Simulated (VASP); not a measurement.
A run of VASP 6.6.1:

The input INCAR:

```
PREC = Accurate
ENCUT = 520
EDIFF = 1E-6
ISMEAR = -1
SIGMA = 0.02
LREAL = F
LASPH = T
NELM = 80
ALGO = Normal
ISIF = 2
LWAVE = F
LCHARG = T
GGA = PE
LELF = T
LVHAR = T
NBANDS = 15
```

The input KPOINTS:

```
regular mesh
0
Gamma
  8 8 8
```

File POSCAR:

```
SrO
1.0
    0.0000000000      2.4454803062      2.6606513507
    2.4454803062      0.0000000000      2.6606513507
    2.4454803062      2.4454803062      0.0000000000
Sr O
1 1
Direct
    0.5000000000      0.5000000000      0.5000000000
    0.0000000000      0.0000000000      0.0000000000
```

Potentials or basis: VASP PAW PBE potentials, release 64 (Sr_sv, O).

Command:

```bash
$ cat potpaw_PBE.64/Sr_sv/POTCAR potpaw_PBE.64/O/POTCAR > POTCAR
$ mpirun -np 1 vasp_std > vasp.out
```

Hardware: 1 thread of Intel Xeon 8259CL, on a shared host.

**Question.** How long does it take, and how much memory?

**Answer.** It took 59 s on 1 thread of Intel Xeon 8259CL (shared host), peak memory 0.18 GiB. Counts: scf iterations 13, k points 59.
